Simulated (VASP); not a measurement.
## Cu3Au13: single point with PBE

The system is Cu3Au13.

```
Au Cu
1.0
     6.68595    0.08558   -0.06159
     0.08558    6.61055   -0.00785
    -0.06159   -0.00785    6.54410
Au Cu
13 3
Direct
  0.23818 0.43858 0.51142
  0.27501 0.44684 0.93990
  0.70117 0.89857 0.01701
  0.83092 0.52470 0.38127
  0.05631 0.14220 0.23587
  0.18751 0.85386 0.53239
  0.33000 0.03785 0.89299
  0.65693 0.37132 0.04507
  0.76408 0.92259 0.46881
  0.92732 0.58968 0.80164
  0.96781 0.16192 0.73471
  0.46110 0.16605 0.32434
  0.43592 0.67735 0.26055
  0.58081 0.25866 0.68768
  0.51150 0.69514 0.71748
  0.04701 0.72961 0.16905
```

- Program: VASP 6.6.1
- Task: single point
- Functional: PBE
- Potentials or basis: VASP PAW PBE potentials, release 64 (Au, Cu)
- Cutoff: 400 eV
- k mesh: 1 × 1 × 1, shifted
- Occupations: fermi-dirac, width 0.0672 eV
- Spin: no spin polarisation

```
Pressure      : 0.2 GPa
Largest force : 1.569 eV/Å
```

Forces on the atoms (eV/Å):
```
Au  -0.698 -0.330  0.539
Au  -0.154  0.315  0.369
Au   0.606  0.192 -0.142
Au  -0.516 -1.168  0.913
Au  -0.594  0.194 -0.531
Au  -0.448  0.661  0.722
Au   0.088 -0.694  0.312
Au   1.435  0.129 -0.236
Au  -0.147  0.025  0.142
Au  -1.118  0.603 -0.197
Au  -0.164  0.184  0.419
Au  -0.183 -1.157 -0.334
Au   0.988  0.467 -0.566
Cu  -0.003  0.158 -0.644
Cu   0.409 -0.151 -0.010
Cu   0.500  0.572 -0.755
```

Stress tensor (GPa, compression positive):
```
 1.06  0.04  0.96
 0.04  4.19  1.78
 0.96  1.78 -4.63
```

Levels at points of the mesh, in eV from the Fermi level:
```csv
k point,band 84,band 85,band 86,band 87,band 88,band 89,band 90,band 91,band 92,band 93
"(0.25, 0.25, 0.25)",-1.85,-1.62,-1.48,-1.30,-0.10,0.10,0.32,0.68,1.08,1.55
```

It took 70 s on 1 thread of Intel(R) Xeon(R) Platinum 8259CL CPU @ 2.50GHz (Skylake/Cascade Lake), on a shared host, peak memory 0.31 GiB.

Caveat: the atoms stand as in a frame of molecular dynamics; spin-orbit coupling is left out, which moves the levels of the heavy elements.
